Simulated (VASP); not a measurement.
# SrTiO3 (Imma) in VASP: a series of runs, part 2 of 2

VASP 6.6.1.

## (3) Single point, PBEsol (atoms displaced along a vibrational mode)

Contents of INCAR:

```
PREC = Accurate
ENCUT = 520
EDIFF = 1E-6
ISMEAR = 0
SIGMA = 0.05
LREAL = False
LASPH = True
NELM = 80
ALGO = Normal
ISIF = 2
LWAVE = False
LCHARG = True
GGA = PS
LELF = True
LVHAR = True
NBANDS = 51
```

Contents of KPOINTS:

```
regular mesh
0
Gamma
  6 6 6
```

Contents of POSCAR:

```
SrTiO3
1.0
   -3.8911201354      0.0000000000     -3.8911201354
    0.0000000000     -3.8911201354     -3.8911201354
   -3.8911201354     -3.8911201354      0.0000000000
Sr Ti O
2 2 6
Direct
    0.0000000000      0.0000000000     -0.0002982681
    0.5000000000      0.5000000000      0.5002982681
    0.2500000000      0.2500000000      0.2500000000
    0.7500000000      0.7500000000      0.7500000000
    0.5034073099      0.0034073099      0.4965926901
   -0.0034073099      0.4965926901      0.0034073099
    0.4965926901     -0.0034073099      0.0034073099
    0.0034073099      0.5034073099      0.4965926901
    0.5000000000      0.5000000000      0.0068146198
    1.0000000000      1.0000000000      0.4931853802
```

Potentials or basis: VASP PAW PBE potentials, release 64 (Sr_sv, Ti_sv, O).

Launch:

```console
$ cat potpaw_PBE.64/Sr_sv/POTCAR potpaw_PBE.64/Ti_sv/POTCAR potpaw_PBE.64/O/POTCAR > POTCAR
$ mpirun -np 1 vasp_std > vasp.out
```

OUTCAR:

```text
PREC = Accurate
   ENCUT = 520
   EDIFF = 1E-6
   ISMEAR = 0
   LREAL = False
   LASPH = True
   NELM = 80
   ISIF = 2
   GGA = PS

 ion  position               nearest neighbor table
   1  0.000  0.000  1.000-  10 2.72   7 2.73   6 2.73   8 2.73   5 2.73   9 2.75   9 2.75   8 2.77
                             5 2.77   7 2.77   6 2.77  10 2.79   3 3.37   4 3.37   4 3.37   3 3.37
   2  0.500  0.500  0.500-   9 2.72   8 2.73   5 2.73   6 2.73   7 2.73  10 2.75  10 2.75   6 2.77
                             7 2.77   5 2.77   8 2.77   9 2.79   4 3.37   3 3.37   3 3.37   3 3.37
   3  0.250  0.250  0.250-   5 1.95   6 1.95   7 1.95   8 1.95   9 1.95  10 1.95   1 3.37   2 3.37
                             1 3.37   1 3.37   2 3.37   2 3.37   2 3.37   1 3.37
   4  0.750  0.750  0.750-   5 1.95   6 1.95   7 1.95   8 1.95   9 1.95  10 1.95   1 3.37   2 3.37
                             2 3.37   2 3.37   1 3.37   1 3.37   2 3.37   1 3.37
   5  0.503  0.003  0.497-   3 1.95   4 1.95   2 2.73   1 2.73   1 2.77   2 2.77
   6  0.997  0.497  0.003-   3 1.95   4 1.95   1 2.73   2 2.73   2 2.77   1 2.77
   7  0.497  0.997  0.003-   3 1.95   4 1.95   1 2.73   2 2.73   2 2.77   1 2.77
   8  0.003  0.503  0.497-   3 1.95   4 1.95   2 2.73   1 2.73   1 2.77   2 2.77
   9  0.500  0.500  0.007-   3 1.95   4 1.95   2 2.72   1 2.75   1 2.75   2 2.79
  10  0.000  0.000  0.493-   3 1.95   4 1.95   1 2.72   2 2.75   2 2.75   1 2.79

  LATTYP: Found a face centered cubic cell.
 ALAT       =     7.7822402708

  Lattice vectors:

 A1 = (  -3.8911201354,   0.0000000000,  -3.8911201354)
 A2 = (   0.0000000000,  -3.8911201354,  -3.8911201354)
 A3 = (  -3.8911201354,  -3.8911201354,   0.0000000000)

Analysis of symmetry for initial positions (statically):
=====================================================================
 Subroutine PRICEL returns:
 Original cell was already a primitive cell.

 Routine SETGRP: Setting up the symmetry group for a
 face centered cubic supercell.

 Subroutine GETGRP returns: Found  8 space group operations
 (whereof  4 operations were pure point group operations)
 out of a pool of 48 trial point group operations.

The static configuration has the point symmetry C_2v.
 The point group associated with its full space group is D_2h.

Analysis of symmetry for dynamics (positions and initial velocities):
=====================================================================
 Subroutine PRICEL returns:
 Original cell was already a primitive cell.

 Routine SETGRP: Setting up the symmetry group for a
 face centered cubic supercell.

 Subroutine GETGRP returns: Found  8 space group operations
 (whereof  4 operations were pure point group operations)
 out of a pool of 48 trial point group operations.

The dynamic configuration has the point symmetry C_2v.
 The point group associated with its full space group is D_2h.

 Subroutine INISYM returns: Found  8 space group operations
 (whereof  4 operations are pure point group operations),
 and found     1 'primitive' translations

----------------------------------------------------------------------------------------

                                     Primitive cell

  volume of cell :     117.8295

  direct lattice vectors                    reciprocal lattice vectors
    -3.891120135  0.000000000 -3.891120135    -0.128497703  0.128497703 -0.128497703
     0.000000000 -3.891120135 -3.891120135     0.128497703 -0.128497703 -0.128497703
    -3.891120135 -3.891120135  0.000000000    -0.128497703 -0.128497703  0.128497703
[... 81 lines left out ...]
 [... further k-points ...]
   k-points           NKPTS =     46   k-points in BZ     NKDIM =     46   number of bands    NBANDS=     51
   number of dos      NEDOS =    301   number of ions     NIONS =     10
   total plane-waves  NPLWV =  74088
   dimension x,y,z NGX =    42 NGY =   42 NGZ =   42
   dimension x,y,z NGXF=    84 NGYF=   84 NGZF=   84
   ions per type =               2   2   6
   NGX,Y,Z   is equivalent  to a cutoff of  12.69, 12.69, 12.69 a.u.
   NGXF,Y,Z  is equivalent  to a cutoff of  25.38, 25.38, 25.38 a.u.
 SYSTEM =  unknown system
   PREC   = accura    normal or accurate (medium, high low for compatibility)
   ISTART =      0    job   : 0-new  1-cont  2-samecut
   ICHARG =      2    charge: 1-file 2-atom 10-const
   ISPIN  =      1    spin polarized calculation?
   LNONCOLLINEAR =      F non collinear calculations
   LSORBIT =      F    spin-orbit coupling
   LASPH  =      T    aspherical Exc in radial PAW
   ENCUT  =  520.0 eV  38.22 Ry    6.18 a.u.  10.23 10.23 10.23*2*pi/ulx,y,z
   NELM   =     80;   NELMIN=  2; NELMDL= -5     # of ELM steps
   EDIFF  = 0.1E-05   stopping-criterion for ELM
   LREAL  =      F    real-space projection
   EDIFFG = 0.1E-04   stopping-criterion for IOM
   NSW    =      0    number of steps for IOM
   IBRION =     -1    ionic relax: 0-MD 1-quasi-New 2-CG
   NFREE  =      0    steps in history (QN), initial steepest desc. (CG)
   ISIF   =      2    stress and relaxation
   ISYM   =      2    0-nonsym 1-usesym 2-fastsym
   POTIM  = 0.5000    time-step for ionic-motion
   TEBEG  =    0.0;   TEEND  =   0.0 temperature during run
   PSTRESS=    0.0 pullay stress
   NELECT =      80.0000    total number of electrons
   NUPDOWN=      -1.0000    fix difference up-down
   EMIN   =  10.00;   EMAX   =-10.00  energy-range for DOS
   EFERMI =   0.00;   METHOD = LEGACY
   ISMEAR =     0;   SIGMA  =   0.05  broadening in eV -4-tet -1-fermi 0-gaus
   EFERMI_NEDOS =   21; number of points for ismear=-14 and -15
   IALGO  =     38    algorithm
   IMIX   =      4    mixing-type and parameters
     AMIX     =   0.40;   BMIX     =  1.00
     AMIX_MAG =   1.60;   BMIX_MAG =  1.00
  volume/ion in A,a.u.               =      11.78        79.52
  Fermi-wavevector in a.u.,A,eV,Ry     =   1.438865  2.719061 28.168602  2.070334
  Thomas-Fermi vector in A             =   2.557785
   LORBIT       =      0    0 simple, 1 ext, 2 COOP (PROOUT), +10 PAW based schemes
   GGA     = PS    functional components
   LHFCALC =     F    Hartree Fock is set to
   AEXX    =    0.0000 exact exchange contribution
   IVDW    =     0    specifies the selected vdW correction
   LEPSILON=     F    determine dielectric tensor
   LRPA    =     F    only Hartree local field effects (RPA)
 non-spin polarized calculation
 Gauss-broadening in eV      SIGMA  =   0.05
  energy-cutoff  :      520.00
  volume of cell :      117.83
 maximum number of plane-waves:      3218
 NGX is ok and might be reduce to    42
   NGX = 21   NGY = 21   NGZ = 21

 number of electron      80.0000004 magnetization

 Free energy of the ion-electron system (eV)
  ---------------------------------------------------
  ext. energy  EPLUGINS =         0.00000000
  ---------------------------------------------------
  free energy    TOTEN  =       -84.00115703 eV

  energy without entropy =      -84.00115703  energy(sigma->0) =      -84.00115703

 E-fermi :   4.4109     XC(G=0): -11.5967

 val. band max:        4.1187217509   @ k =   0.0000   0.0000   0.0000
 cond. band min:       5.9351005057   @ k =   0.0000   0.0000   0.0000
 fundamental gap:      1.8163787548
 Fermi energy:         4.4109486433

 k-point     1 :       0.0000    0.0000    0.0000
  band No.  band energies     occupation
      1     -52.0432      2.00000
      2     -52.0382      2.00000
      3     -28.4978      2.00000
      4     -28.4830      2.00000
      5     -28.4828      2.00000
      6     -28.4826      2.00000
[... 1285 lines left out ...]
     50      10.3249      0.00000
     51      11.4162      0.00000

 [... further k-points ...]
[... 5 lines left out ...]
  --------------------------------------------------------------------------------------
  -------------------------------------------------------------------------------------
  Total        0.5033923      0.5033923      0.5115840     -0.0230448      0.0000000      0.0000000
  in kB        6.8448387      6.8448387      6.9562245     -0.3133503      0.0000000      0.0000000
  external PRESSURE =       6.8819673 kB  Pullay stress =       0.0000000 kB

 VOLUME and BASIS-vectors are now :
 -----------------------------------------------------------------------------
  energy-cutoff  :      520.00
  volume of cell :      117.83
      direct lattice vectors                 reciprocal lattice vectors
    -3.891120135  0.000000000 -3.891120135    -0.128497703  0.128497703 -0.128497703
     0.000000000 -3.891120135 -3.891120135     0.128497703 -0.128497703 -0.128497703
    -3.891120135 -3.891120135  0.000000000    -0.128497703 -0.128497703  0.128497703

 POSITION                                       TOTAL-FORCE (eV/Angst)
 -----------------------------------------------------------------------------------
     -3.88996     -3.88996      0.00000        -0.063947     -0.063947      0.000000
     -3.89228     -3.89228     -3.89112         0.063947      0.063947      0.000000
     -1.94556     -1.94556     -1.94556         0.000000      0.000000      0.000000
     -5.83668     -5.83668     -5.83668         0.000000     -0.000000      0.000000
     -3.89112     -1.94556     -1.97208         0.000000      0.000000      0.285137
     -3.89112     -1.94556     -5.81016         0.000000      0.000000     -0.285137
     -1.94556     -3.89112     -5.81016         0.000000      0.000000     -0.285137
     -1.94556     -3.89112     -1.97208         0.000000      0.000000      0.285137
     -1.97208     -1.97208     -3.89112         0.285004      0.285004      0.000000
     -1.91904     -1.91904      0.00000        -0.285004     -0.285004      0.000000
 -----------------------------------------------------------------------------------
    total drift:                               -0.000000     -0.000000      0.000000

  FREE ENERGIE OF THE ION-ELECTRON SYSTEM (eV)
  ---------------------------------------------------
  free  energy   TOTEN  =       -84.0011570303 eV

  energy  without entropy=      -84.0011570303  energy(sigma->0) =      -84.00115703
```

Wall time 3.6 min (1 thread of Intel Xeon 6975P-C (Granite Rapids), shared host); peak memory 0.4 GiB.

What came out:

* Free energy: -84.0012 eV
* Pressure: 0.7 GPa
* Largest force: 0.403 eV/Å
* Band gap on the k mesh: 1.82 eV

Forces on the atoms (eV/Å):
```
Sr  -0.064 -0.064  0.000
Sr   0.064  0.064  0.000
Ti   0.000  0.000  0.000
Ti   0.000  0.000  0.000
O    0.000  0.000  0.285
O    0.000  0.000 -0.285
O    0.000  0.000 -0.285
O    0.000  0.000  0.285
O    0.285  0.285  0.000
O   -0.285 -0.285  0.000
```

Levels at points of the mesh, in eV from the valence-band top:
```
           k point  band 38  band 39  band 40  band 41  band 42  band 43
(0.00, 0.00, 0.00)    -0.01    -0.01     0.00     1.82     1.82     1.82
(0.50, 0.00, 0.00)    -0.94    -0.64    -0.64     3.37     3.37     3.38
(0.00, 0.00, 0.50)    -0.93    -0.68    -0.60     3.36     3.37     3.38
(0.50, 0.50, 0.00)    -0.74    -0.74    -0.10     2.00     3.81     3.83
(0.00, 0.50, 0.50)    -0.74    -0.74    -0.10     2.00     3.81     3.81
```

Caveat: the cell differs from its parent crystal (atoms displaced along a vibrational mode); the PAW data sets were made with another functional, which shifts forces and pressure a little. A k mesh can miss the band edges.
